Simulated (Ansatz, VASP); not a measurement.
# Cr in VASP and in Ansatz

Contents of INCAR:

```
PREC = Accurate
ENCUT = 600
EDIFF = 1E-7
ISMEAR = -1
SIGMA = 0.1
LREAL = F
LASPH = T
NELM = 60
ALGO = Normal
ISIF = 3
LWAVE = F
LCHARG = F
GGA = PS
IBRION = 2
NSW = 80
EDIFFG = -0.01
```

File KPOINTS:

```
Automatic mesh
0
Gamma
  13 13 13
```

POSCAR

```
Cr
1.0
    2.3484326893      0.0000000000      0.0000000000
    0.0000000000      2.3484326893      0.0000000000
    0.0000000000      0.0000000000      2.3484326893
Cr
1
Direct
    0.0000000000      0.0000000000      0.0000000000
```

Input for Ansatz:

```yaml
crystal:
  lattice:
    - [2.3484326893, 0.0, 0.0]
    - [0.0, 2.3484326893, 0.0]
    - [0.0, 0.0, 2.3484326893]
  atoms:
    - { symbol: Cr, position: [0.0, 0.0, 0.0] }
hamiltonian:
  xc: pbesol
  pseudopotentials:
    kind: paw
    azcp:
      Cr: "pseudopotentials/Cr.paw.azcp"
basis:
  ecutwfc: 420
  fft_grid_basis: typed
kpoints:
  mp_grid: { grid: [13, 13, 13], shift: [0, 0, 0] }
magnetization:
  spin_polarized: false
scf:
  occupations: { method: fermi_dirac, width: 0.1 }
relax:
  max_steps: 60
  f_tol: 0.01
  cell: {}
output:
  write_density: true
  write_potential: true
  elf: true
  volumetric_format: npy
```

Alike in both runs: task relaxation of cell and atoms; functional PBEsol; k mesh 13 × 13 × 13; occupations fermi-dirac, width 0.1 eV; no spin polarisation.

|  | VASP | Ansatz |
| --- | --- | --- |
| version | VASP 6.6.1 | Ansatz 0.2.0 |
| potentials or method | VASP PAW PBE potentials, release 64 (Cr_pv), cutoff 600 eV | plane waves (420 eV) with PAW, scalar-relativistic |
| valence electrons in the cell | 12 | 14 |

|  | VASP | Ansatz | Ansatz less VASP |
| --- | --- | --- | --- |
| relaxed volume (Å³/atom) | 12.26 | 12.28 | +0.017 |
| relaxed cell length with the largest relative difference (Å) | 2.306 | 2.307 | +0.0011 |

VASP's potentials were made for PBE, not for PBEsol, and Ansatz warns of the same on its side. VASP's potentials hold 12 valence electrons a cell and Ansatz's 14, so a difference there can come from the potentials and not from the codes.
